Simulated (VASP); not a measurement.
SnTe: single point with PBE

SnTe:

```
CELL_PARAMETERS angstrom
0.00000 3.15650 3.15650
3.15650 0.00000 3.15650
3.15650 3.15650 0.00000
ATOMIC_POSITIONS crystal
Sn 0.50000 0.50000 0.50000
Te 0.00000 0.00000 0.00000
```

```yaml
Program: VASP 6.6.1
Task: single point
Functional: PBE
Potentials_or_basis: VASP PAW PBE potentials, release 64 (Sn_d, Te)
Cutoff: 520 eV
k_mesh: 8 × 8 × 8
Occupations: gaussian, width 0.05 eV
Spin: non-collinear spin, zero start, spin-orbit coupling
Starting_moments: "[[0.0, 0.0, 0.0], [0.0, 0.0, 0.0]] μB"
```

```
Pressure                                              : 2.0 GPa
Net moment                                            : 0.00 μB per cell
Valence electrons inside the program's atomic spheres : Sn 12.09; Te 3.38
```

Moments on the atoms (μB; x, y, z):
```
Sn  0.00 0.00 0.00
Te  0.00 0.00 0.00
```

It took 110 s on 1 thread of AMD EPYC 7R13 Processor (Zen 3) (shared host), peak memory 0.39 GiB.
